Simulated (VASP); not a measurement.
Crystal: MoS2.

```
Mo S
1.0
     3.17302    0.00000    0.00000
    -1.58651    2.74792    0.00000
     0.00000    0.00000   12.43591
Mo S
2 4
Direct
  0.33333 0.66667 0.25000
  0.66667 0.33333 0.75000
  0.33333 0.66667 0.62490
  0.66667 0.33333 0.12490
  0.33333 0.66667 0.87510
  0.66667 0.33333 0.37510
```

Base run:

```yaml
Program: VASP 6.6.1
Functional: PBE
Potentials_or_basis: VASP PAW PBE potentials, release 64 (Mo_sv, S)
Cutoff: 520 eV
k_mesh: 9 × 9 × 2
Occupations: gaussian, width 0.01 eV
Spin: no spin polarisation
```

Its results: band gap on the k mesh 1.02 eV, indirect (least direct gap 1.64 eV); pressure 2.3 GPa; largest force 0.098 eV/Å.

Question: The run is repeated on the same cell with these changes: functional from PBE to r2SCAN; further incar settings from ALGO = Normal; EDIFF = 1e-07; NBANDS = 35 to ALGO = Normal; EDIFF = 1e-06; NBANDS = 35. What comes out?

Answer: Band gap on the k mesh 1.10 eV, indirect (least direct gap 1.75 eV); pressure 1.2 GPa; largest force 0.050 eV/Å.

Caveats: this functional lacks dispersion, which binds the layers, so the pressure and a relaxed spacing across them are unreliable (some runs); the PAW data sets were made with another functional, which shifts forces and pressure a little (some runs).

A k mesh can miss the band edges.
